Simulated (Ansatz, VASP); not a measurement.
## In4SbAs3: VASP beside Ansatz

File INCAR:

```
SYSTEM = In4SbAs3
PREC     = Accurate       ! precision mode
ENCUT    = 600            ! plane-wave cutoff, eV
EDIFF    = 1E-6           ! SCF threshold, eV
ISMEAR   = 0              ! smearing method
SIGMA    = 0.1            ! smearing width, eV
LREAL    = .False.        ! projectors in reciprocal space
LASPH    = .True.         ! aspherical terms in the spheres
NELM     = 80             ! most SCF steps
ALGO     = Normal         ! electronic algorithm
ISIF     = 3              ! what is computed and relaxed
LWAVE    = .False.        ! write WAVECAR
LCHARG   = .False.        ! write CHGCAR
GGA      = PE             ! functional
IBRION   = 2              ! ionic algorithm
NSW      = 100            ! ionic steps
EDIFFG   = -0.01          ! ionic threshold
```

Contents of KPOINTS:

```
Automatic mesh
0
Gamma
  6 6 6
  0 0 0
```

Contents of POSCAR:

```
In4SbAs3
1.0
    6.3023444000      0.0000000000      0.0000000000
    0.0000000000      6.3023444000      0.0000000000
    0.0000000000      0.0000000000      6.3023444000
In Sb As
4 1 3
Direct
    0.2421050000      0.7578950000      0.2421050000
    0.2421050000      0.2421050000      0.7578950000
    0.7578950000      0.7578950000      0.7578950000
    0.7578950000      0.2421050000      0.2421050000
    0.5000000000      0.5000000000      0.5000000000
    0.5000000000      0.0000000000      0.0000000000
    0.0000000000      0.0000000000      0.5000000000
    0.0000000000      0.5000000000      0.0000000000
```

Input for Ansatz:

```yaml
crystal:
  lattice:
    - [6.3023444, 0.0, 0.0]
    - [0.0, 6.3023444, 0.0]
    - [0.0, 0.0, 6.3023444]
  atoms:
    - { symbol: In, position: [0.242105, 0.757895, 0.242105] }
    - { symbol: In, position: [0.242105, 0.242105, 0.757895] }
    - { symbol: In, position: [0.757895, 0.757895, 0.757895] }
    - { symbol: In, position: [0.757895, 0.242105, 0.242105] }
    - { symbol: Sb, position: [0.5, 0.5, 0.5] }
    - { symbol: As, position: [0.5, 0.0, 0.0] }
    - { symbol: As, position: [0.0, 0.0, 0.5] }
    - { symbol: As, position: [0.0, 0.5, 0.0] }
basis:
  ecutwfc: 420
kpoints:
  mp_grid: { grid: [6, 6, 6] }
hamiltonian:
  xc: pbe
scf:
  occupations: { method: gaussian, width: 0.1 }
output:
  forces: true
  stress: true
  eigenvalues: true
  write_density: true
  write_potential: true
  elf: true
  volumetric_format: npy
relax:
  adjacent_minimum: "off"
  f_tol: 0.01
  max_steps: 80
  cell: { stress_tol: 0.05 }
```

Alike in both runs: task relaxation of cell and atoms; functional PBE; k mesh 6 × 6 × 6; occupations gaussian, width 0.1 eV; no spin polarisation.

|  | VASP | Ansatz |
| --- | --- | --- |
| version | VASP 6.6.1 | Ansatz 0.2.0 |
| potentials or method | VASP PAW PBE potentials, release 64 (In_d, Sb, As), cutoff 600 eV | scalar-relativistic, plane waves, PAW |
| valence electrons in the cell | 72 | 112 |

|  | VASP | Ansatz | Ansatz less VASP |
| --- | --- | --- | --- |
| gap on the k mesh at the Fermi level, each at its own relaxed structure (eV) | none | none | - |
| relaxed volume (Å³/atom) | 31.29 | 31.29 | 0.000 |
| relaxed length of the cell vector where the two differ most in proportion (Å) | 6.302 | 6.302 | 0.0000 |

A gap of «none» marks a metal or a gap that the smearing closes. VASP's potentials hold 72 valence electrons a cell and Ansatz's 112, so a difference there can come from the potentials and not from the codes.

Neither program's run includes spin-orbit coupling. Noted on VASP's run: the relaxation stopped at its first step, so nothing moved.
